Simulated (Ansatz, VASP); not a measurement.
One calculation of BeTe, two programs

File POSCAR:

```
BeTe
1.0
    0.0000000000      2.7700000000      2.7700000000
    2.7700000000      0.0000000000      2.7700000000
    2.7700000000      2.7700000000      0.0000000000
Te Be
1 1
Direct
    0.7500000000      0.7500000000      0.7500000000
    0.0000000000      0.0000000000      0.0000000000
```

Contents of INCAR.step1:

```
SYSTEM = BeTe
PREC     = Accurate       ! precision mode
ENCUT    = 520            ! plane-wave cutoff, eV
EDIFF    = 1E-5           ! SCF threshold, eV
ISMEAR   = -1             ! smearing method
SIGMA    = 0.05           ! smearing width, eV
LREAL    = .FALSE.        ! projectors in reciprocal space
LASPH    = .TRUE.         ! aspherical terms in the spheres
NELM     = 80             ! most SCF steps
ALGO     = Normal         ! electronic algorithm
ISIF     = 2              ! what is computed and relaxed
LWAVE    = .TRUE.         ! write WAVECAR
LCHARG   = .FALSE.        ! write CHGCAR
NBANDS   = 11             ! bands
GGA      = PE             ! functional
```

Contents of INCAR.step2:

```
SYSTEM = BeTe
PREC     = Accurate       ! precision mode
ENCUT    = 520            ! plane-wave cutoff, eV
EDIFF    = 1E-6           ! SCF threshold, eV
ISMEAR   = -1             ! smearing method
SIGMA    = 0.05           ! smearing width, eV
LREAL    = .FALSE.        ! projectors in reciprocal space
LASPH    = .TRUE.         ! aspherical terms in the spheres
NELM     = 80             ! most SCF steps
ALGO     = Normal         ! electronic algorithm
ISIF     = 2              ! what is computed and relaxed
LWAVE    = .FALSE.        ! write WAVECAR
LCHARG   = .FALSE.        ! write CHGCAR
GGA      = PE             ! functional
LHFCALC  = .TRUE.         ! exact exchange
AEXX     = 0.25           ! exact-exchange fraction
PRECFOCK = Normal       
NBANDS   = 11             ! bands
ISTART   = 1
```

KPOINTS

```
Automatic mesh
0
G
  6 6 6
  0 0 0
```

Contents of input:

```
crystal:
  lattice:
    - [0.0, 2.77, 2.77]
    - [2.77, 0.0, 2.77]
    - [2.77, 2.77, 0.0]
  atoms:
    - { symbol: Te, position: [0.75, 0.75, 0.75] }
    - { symbol: Be, position: [0.0, 0.0, 0.0] }
hamiltonian:
  xc: pbe0
  pseudopotentials: { kind: paw }
kpoints:
  mp_grid: { grid: [6, 6, 6] }
scf:
  occupations: { method: fermi_dirac, width: 0.05 }
output:
  forces: true
  stress: true
  eigenvalues: true
  write_density: true
  write_potential: true
  elf: true
  volumetric_format: npy
```

Alike in both runs: task single point; functional PBE0; k mesh 6 × 6 × 6; occupations fermi-dirac, width 0.05 eV; no spin polarisation.

```csv
,VASP,Ansatz
version,VASP 6.6.1,Ansatz 0.2.0
potentials or method,"VASP PAW PBE potentials, release 64 (Te, Be)",Ansatz PAW
plane-wave cutoff (eV),520,420
valence electrons in the cell,8,18
```

```tsv
	VASP	Ansatz	Ansatz less VASP
gap on the k mesh at the Fermi level (eV)	3.18	3.18	+0.008
least direct gap on the mesh (eV)	5.11	5.10	-0.017
pressure (GPa)	3.1	3.3	+0.16
```

VASP's potentials hold 8 valence electrons a cell and Ansatz's 18, so a difference there can come from the potentials and not from the codes.

Neither program's run includes spin-orbit coupling.
